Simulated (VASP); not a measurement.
# Pt (P-1) in VASP: single point with PBE

Aim: the single point of Pt with PBE.

All numbers are computed with VASP 6.6.1; they aren't measurements. Logs are shortened: lines on timing, memory, paths and dates and some standing lists are left out, and cuts for length are marked.

## Step 1: The cell of the first run

The typed cell holds 1 atom: a = 2.930 Å, b = 2.789 Å, c = 2.564 Å, α = 100.99°, β = 115.73°, γ = 113.00°.

## Step 2: Single point, PBE

Input file INCAR:

```
  PREC = Accurate
  ENCUT = 520
  EDIFF = 1E-6
  ISMEAR = 0
  SIGMA = 0.15
  LREAL = False
  LASPH = True
  NELM = 80
  ALGO = Fast
  ISIF = 2
  LWAVE = False
  LCHARG = False
  GGA = PE
  NBANDS = 11
```

Input file KPOINTS:

```
Automatic mesh
0
Gamma
  16 16 16
```

Input file POSCAR:

```
Pt
1.0
   -1.8012487988      1.6259895684      1.6424021032
    1.7987146157     -1.4997738224      1.5136521741
    1.6046963919      1.3032214156     -1.5161863571
Pt
1
Direct
    0.0000000000      0.0000000000      0.0000000000
```

Potentials or basis: VASP PAW PBE potentials, release 64 (Pt).

Launch:

```console
cat potpaw_PBE.64/Pt/POTCAR > POTCAR
mpirun -np 1 vasp_std > vasp.out
```

OUTCAR:

```text
PREC = Accurate
   ENCUT = 520
   EDIFF = 1E-6
   ISMEAR = 0
   LREAL = False
   LASPH = True
   NELM = 80
   ISIF = 2
   GGA = PE

 ion  position               nearest neighbor table
   1  0.000  0.000  0.000-

  LATTYP: Found a triclinic cell.
 ALAT       =     3.1585780722
 B/A-ratio  =     1.4211189765
 C/A-ratio  =     0.8828400065
 COS(alpha) =     0.0022103110
 COS(beta)  =     0.5203726660
 COS(gamma) =     0.7578785462

  Lattice vectors:

 A1 = (   0.0025341831,  -0.1262157460,  -3.1560542773)
 A2 = (   0.1990865900,  -3.0554267300,  -3.2822700234)
 A3 = (  -1.7987146157,   1.4997738224,  -1.5136521741)

Analysis of symmetry for initial positions (statically):
=====================================================================
 Subroutine PRICEL returns:
 Original cell was already a primitive cell.

 Routine SETGRP: Setting up the symmetry group for a
 triclinic supercell.

 Subroutine GETGRP returns: Found  2 space group operations
 (whereof  2 operations were pure point group operations)
 out of a pool of  2 trial point group operations.

The static configuration has the point symmetry S_2 .

Analysis of symmetry for dynamics (positions and initial velocities):
=====================================================================
 Subroutine PRICEL returns:
 Original cell was already a primitive cell.

 Routine SETGRP: Setting up the symmetry group for a
 triclinic supercell.

 Subroutine GETGRP returns: Found  2 space group operations
 (whereof  2 operations were pure point group operations)
 out of a pool of  2 trial point group operations.

The dynamic configuration has the point symmetry S_2 .

 Subroutine INISYM returns: Found  2 space group operations
 (whereof  2 operations are pure point group operations),
 and found     1 'primitive' translations

----------------------------------------------------------------------------------------

                                     Primitive cell

  volume of cell :      15.6438

  direct lattice vectors                    reciprocal lattice vectors
    -1.801248799  1.625989568  1.642402103     0.019260811  0.329595869  0.303685722
     1.798714616 -1.499773822  1.513652174     0.294411245  0.006102865  0.316843668
     1.604696392  1.303221416 -1.516186357     0.314783348  0.363125918 -0.014269238

  length of vectors
     2.930157672  2.788519086  2.563641480     0.448586038  0.432556512  0.480783319

  position of ions in fractional coordinates (direct lattice)
     0.000000000  0.000000000  0.000000000

  ion indices of the primitive-cell ions
   primitive index   ion index
                 1           1

----------------------------------------------------------------------------------------

 KPOINTS: Automatic mesh

Automatic generation of k-mesh.
 Grid dimensions read from file:
 generate k-points for:   16   16   16

 Generating k-lattice:

  Cartesian coordinates                     Fractional coordinates (reciprocal lattice)
     0.001203801  0.020599742  0.018980358     0.062500000  0.000000000  0.000000000
     0.018400703  0.000381429  0.019802729     0.000000000  0.062500000  0.000000000
     0.019673959  0.022695370 -0.000891827    -0.000000000  0.000000000  0.062500000

  Length of vectors
     0.028036627  0.027034782  0.030048957

  Shift w.r.t. Gamma in fractional coordinates (k-lattice)
     0.000000000  0.000000000  0.000000000

 Subroutine IBZKPT returns following result:
 ===========================================

 Found   2052 irreducible k-points:

 Following reciprocal coordinates:
            Coordinates               Weight
  0.000000  0.000000  0.000000      1.000000
  0.062500 -0.000000 -0.000000      2.000000
  0.125000 -0.000000 -0.000000      2.000000
  0.187500 -0.000000  0.000000      2.000000
  0.250000 -0.000000 -0.000000      2.000000
  0.312500  0.000000 -0.000000      2.000000
[... 16 lines left out ...]
 -0.187500  0.062500 -0.000000      2.000000
 -0.125000  0.062500  0.000000      2.000000
 [... further k-points ...]
   k-points           NKPTS =   2052   k-points in BZ     NKDIM =   2052   number of bands    NBANDS=     11
   number of dos      NEDOS =    301   number of ions     NIONS =      1
   total plane-waves  NPLWV =  11520
   dimension x,y,z NGX =    24 NGY =   24 NGZ =   20
   dimension x,y,z NGXF=    48 NGYF=   48 NGZF=   40
   ions per type =               1
   NGX,Y,Z   is equivalent  to a cutoff of  13.62, 14.31, 12.97 a.u.
   NGXF,Y,Z  is equivalent  to a cutoff of  27.23, 28.62, 25.94 a.u.
 SYSTEM =  unknown system
   PREC   = accura    normal or accurate (medium, high low for compatibility)
   ISTART =      0    job   : 0-new  1-cont  2-samecut
   ICHARG =      2    charge: 1-file 2-atom 10-const
   ISPIN  =      1    spin polarized calculation?
   LNONCOLLINEAR =      F non collinear calculations
   LSORBIT =      F    spin-orbit coupling
   LASPH  =      T    aspherical Exc in radial PAW
   ENCUT  =  520.0 eV  38.22 Ry    6.18 a.u.   5.45  5.18  4.77*2*pi/ulx,y,z
   NELM   =     80;   NELMIN=  2; NELMDL= -5     # of ELM steps
   EDIFF  = 0.1E-05   stopping-criterion for ELM
   LREAL  =      F    real-space projection
   EDIFFG = 0.1E-04   stopping-criterion for IOM
   NSW    =      0    number of steps for IOM
   IBRION =     -1    ionic relax: 0-MD 1-quasi-New 2-CG
   NFREE  =      0    steps in history (QN), initial steepest desc. (CG)
   ISIF   =      2    stress and relaxation
   ISYM   =      2    0-nonsym 1-usesym 2-fastsym
   POTIM  = 0.5000    time-step for ionic-motion
   TEBEG  =    0.0;   TEEND  =   0.0 temperature during run
   PSTRESS=    0.0 pullay stress
   NELECT =      10.0000    total number of electrons
   NUPDOWN=      -1.0000    fix difference up-down
   EMIN   =  10.00;   EMAX   =-10.00  energy-range for DOS
   EFERMI =   0.00;   METHOD = LEGACY
   ISMEAR =     0;   SIGMA  =   0.15  broadening in eV -4-tet -1-fermi 0-gaus
   EFERMI_NEDOS =   21; number of points for ismear=-14 and -15
   IALGO  =     68    algorithm
   IMIX   =      4    mixing-type and parameters
     AMIX     =   0.40;   BMIX     =  1.00
     AMIX_MAG =   1.60;   BMIX_MAG =  1.00
  volume/ion in A,a.u.               =      15.64       105.57
  Fermi-wavevector in a.u.,A,eV,Ry     =   1.410243  2.664972 27.059059  1.988785
  Thomas-Fermi vector in A             =   2.532217
   LORBIT       =      0    0 simple, 1 ext, 2 COOP (PROOUT), +10 PAW based schemes
   GGA     = PE    functional components
   LHFCALC =     F    Hartree Fock is set to
   AEXX    =    0.0000 exact exchange contribution
   IVDW    =     0    specifies the selected vdW correction
   LEPSILON=     F    determine dielectric tensor
   LRPA    =     F    only Hartree local field effects (RPA)
 non-spin polarized calculation
 RMM-DIIS sequential band-by-band and
 Gauss-broadening in eV      SIGMA  =   0.15
  energy-cutoff  :      520.00
  volume of cell :       15.64
 maximum number of plane-waves:       434
 NGX is ok and might be reduce to    24
   NGX = 11   NGY = 11   NGZ =  9

 number of electron      10.0000000 magnetization

 Free energy of the ion-electron system (eV)
  ---------------------------------------------------
  ext. energy  EPLUGINS =         0.00000000
  ---------------------------------------------------
  free energy    TOTEN  =        -5.89842261 eV

  energy without entropy =       -5.88264867  energy(sigma->0) =       -5.89053564

 E-fermi :  10.4357     XC(G=0): -13.2465

 val. band max:       10.4353206240   @ k =  -0.3750   0.2500   0.5000
 cond. band min:      10.4361003044   @ k =   0.1250  -0.3750   0.3750
 fundamental gap:      0.0007796803
 Fermi energy:        10.4357246388

 k-point     1 :       0.0000    0.0000    0.0000
  band No.  band energies     occupation
      1       0.7775      2.00000
      2       5.5654      2.00000
      3       6.8634      2.00000
      4       7.8270      2.00000
      5       8.9519      2.00000
      6      10.1206      1.99703
      7      25.9002      0.00000
      8      27.3487      0.00000
      9      29.2616      0.00000
     10      35.0804      0.00000
     11      36.7246      0.00000

 k-point     2 :       0.0625   -0.0000   -0.0000
  band No.  band energies     occupation
      1       0.9357      2.00000
      2       5.5488      2.00000
      3       6.9271      2.00000
      4       7.7697      2.00000
      5       8.9956      2.00000
      6      10.0921      1.99880
      7      26.1447      0.00000
      8      27.4492      0.00000
      9      29.1559      0.00000
     10      34.3763      0.00000
     11      36.4926      0.00000

 k-point     3 :       0.1250   -0.0000   -0.0000
  band No.  band energies     occupation
      1       1.3926      2.00000
      2       5.4860      2.00000
      3       7.0333      2.00000
      4       7.7223      2.00000
      5       9.1286      2.00000
      6      10.0336      1.99985
      7      26.8128      0.00000
      8      27.5941      0.00000
      9      28.7234      0.00000
     10      32.6721      0.00000
     11      35.3337      0.00000

 k-point     4 :       0.1875   -0.0000    0.0000
  band No.  band energies     occupation
      1       2.0826      2.00000
      2       5.3667      2.00000
      3       6.9392      2.00000
      4       8.0378      2.00000
      5       9.3458      2.00000
      6       9.9969      1.99996
      7      26.9691      0.00000
      8      27.3453      0.00000
      9      28.3580      0.00000
     10      31.1055      0.00000
     11      34.5493      0.00000
[... 239 lines left out ...]
 k-point    22 :      -0.2500    0.0625    0.0000
  band No.  band energies     occupation
      1       2.5370      2.00000
      2       5.2970      2.00000
      3       6.6473      2.00000
      4       8.5331      2.00000
      5       9.6062      2.00000
      6       9.9833      1.99998
      7      26.1109      0.00000
      8      26.1943      0.00000
      9      29.4318      0.00000
     10      29.7989      0.00000
     11      34.7977      0.00000

 k-point    23 :      -0.1875    0.0625   -0.0000
  band No.  band energies     occupation
      1       1.7909      2.00000
      2       5.4155      2.00000
      3       6.7333      2.00000
      4       8.1035      2.00000
      5       9.3786      2.00000
      6       9.9625      1.99999
      7      26.6218      0.00000
      8      27.6150      0.00000
      9      28.8171      0.00000
     10      30.8606      0.00000
     11      35.1255      0.00000

 k-point    24 :      -0.1250    0.0625    0.0000
  band No.  band energies     occupation
      1       1.2166      2.00000
      2       5.5044      2.00000
      3       6.7792      2.00000
      4       7.9463      2.00000
      5       9.1594      2.00000
      6      10.0227      1.99990
      7      26.3231      0.00000
      8      27.7152      0.00000
      9      28.7717      0.00000
     10      33.0064      0.00000
     11      36.1418      0.00000

 [... further k-points ...]
[... 5 lines left out ...]
  --------------------------------------------------------------------------------------
  -------------------------------------------------------------------------------------
  Total        1.2572857     -0.0803427      0.9900482      1.6860149     -0.9537302     -0.7625908
  in kB      128.7661500     -8.2283730    101.3967598    172.6748731    -97.6772154    -78.1014883
  external PRESSURE =      73.9781789 kB  Pullay stress =       0.0000000 kB

 VOLUME and BASIS-vectors are now :
 -----------------------------------------------------------------------------
  energy-cutoff  :      520.00
  volume of cell :       15.64
      direct lattice vectors                 reciprocal lattice vectors
    -1.801248799  1.625989568  1.642402103     0.019260811  0.329595869  0.303685722
     1.798714616 -1.499773822  1.513652174     0.294411245  0.006102865  0.316843668
     1.604696392  1.303221416 -1.516186357     0.314783348  0.363125918 -0.014269238

 POSITION                                       TOTAL-FORCE (eV/Angst)
 -----------------------------------------------------------------------------------
      0.00000      0.00000      0.00000         0.000000      0.000000      0.000000
 -----------------------------------------------------------------------------------
    total drift:                                0.000000      0.000000     -0.000000

  FREE ENERGIE OF THE ION-ELECTRON SYSTEM (eV)
  ---------------------------------------------------
  free  energy   TOTEN  =        -5.8984226126 eV

  energy  without entropy=       -5.8826486722  energy(sigma->0) =       -5.89053564
```

Wall time 2.6 min (1 thread of Intel Xeon Platinum 8488C (Sapphire Rapids), shared host); peak memory 0.45 GiB.

Results:

```
Free energy            : -5.8984 eV
Pressure               : 7.4 GPa
Band gap on the k mesh : zero (bands 5 and 6 overlap by 2.85 eV)
```

Caveat: the stress differs along the axes, from -1 to 13 GPa; spin-orbit coupling is left out, which moves the levels of the heavy elements.
